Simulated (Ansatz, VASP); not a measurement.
**Mg in VASP and in Ansatz**

```
Mg
1.0
    -1.77945    1.77945    1.90180
     1.77945   -1.77945    1.90180
     1.77945    1.77945   -1.90180
Mg
1
Direct
  0.00000 0.00000 0.00000
```

Alike in both runs: task single point; functional PBEsol; k mesh 18 × 18 × 18; occupations gaussian, width 0.15 eV; no spin polarisation.

|  | VASP | Ansatz |
| --- | --- | --- |
| version | VASP 6.6.1 | Ansatz 0.2.0 |
| potentials or method | VASP PAW PBE potentials, release 64 (Mg), cutoff 520 eV | scalar-relativistic, plane waves, PAW |
| valence electrons in the cell | 2 | 10 |

```csv
,VASP,Ansatz,Ansatz less VASP
gap on the k mesh at the Fermi level (eV),none,none,-
pressure (GPa),-2.3,-2.2,+0.07
"traceless stress, the component that is largest in VASP (GPa)",0.24,0.24,-0.001
```

VASP's potentials were made for PBE, not for PBEsol. A gap of «none» marks a metal or a gap that the smearing closes. With one functional, cell and mesh, what is left measures potentials, basis and numerics. VASP's potentials hold 2 valence electrons a cell and Ansatz's 10, so a difference there can come from the potentials and not from the codes.
